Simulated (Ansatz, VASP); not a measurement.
PW: VASP beside Ansatz

```
W P
1.0
     0.00000    2.04681    2.04681
     2.04681    0.00000    2.04681
     2.04681    2.04681    0.00000
W P
1 1
Direct
  0.00000 0.00000 0.00000
  0.25000 0.25000 0.25000
```

Alike in both runs: task single point; functional LDA; k mesh 12 × 12 × 12; occupations fermi-dirac, width 0.1 eV; no spin polarisation.

```csv
,VASP,Ansatz
version,VASP 6.6.1,Ansatz 0.2.0
potentials or method,"VASP PAW LDA potentials, release 64 (W_sv, P)","PAW with other files of Ansatz's library (level accurate), scalar-relativistic"
plane-wave cutoff (eV),520,880
valence electrons in the cell,19,33
```

VASP gave:

| Property | Result |
| --- | --- |
| pressure (GPa) | 575.3 |

Task: Estimate Ansatz's values.

Result: Pressure (GPa): 568.4.

LDA's correlation is that of Perdew and Zunger in VASP and of Perdew and Wang (1992) in Ansatz. Both programs put the cell under a high pressure, so it lies far from rest at this level. VASP's potentials hold 19 valence electrons a cell and Ansatz's 33, so a difference there can come from the potentials and not from the codes.

Neither program's run includes spin-orbit coupling. Noted on VASP's run: the cell as given lies far from equilibrium.
